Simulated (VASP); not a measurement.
Runs of VASP 6.6.1 on V. The structure is that of space group Fm-3m (No. 225), or close to it. The cells are those of the table. 

```tsv
task	cell	k mesh	cutoff (eV)	gap on the mesh (eV)	pressure (GPa)
single point	a = 2.631 Å, angles 60.0°, 1 atom	16 × 16 × 16	520	none	(a)
single point	a = 2.594 Å, angles 60.0°, 1 atom	16 × 16 × 16	520	none	18.6
single point	a = 2.556 Å, angles 60.0°, 1 atom	16 × 16 × 16	520	none	30.9
single point	a = 2.736 Å, angles 60.0°, 1 atom	16 × 16 × 16	520	none	-12.4
single point	a = 2.769 Å, angles 60.0°, 1 atom	16 × 16 × 16	520	none	(b)
single point	a = 2.702 Å, angles 60.0°, 1 atom	16 × 16 × 16	520	none	-6.8
relaxation of cell and atoms	relaxed from a = 2.694 Å, angles 60.0°, 1 atom	14 × 14 × 14	600	none	-0.1
single point	a = 2.667 Å, angles 60.0°, 1 atom	14 × 14 × 14	520	none	0.1
single point	a = 2.667 Å, angles 60.0°, 1 atom	16 × 16 × 16	520	none	0.1
single point	a = 2.667 Å, angles 60.0°, 1 atom	23 × 23 × 23	520	none	0.1
```

Alike in all rows: level PBEsol; potentials or basis VASP PAW PBE potentials, release 64 (V_sv); no spin polarisation; smearing fermi-dirac 0.1 eV.

Question: Fill in the values left out.

Answer: (a) 8.5; (b) -17.1.

Caveats: the PAW data sets were made with another functional, which shifts forces and pressure a little.

A gap of «none» marks levels without a gap at the run's occupations.
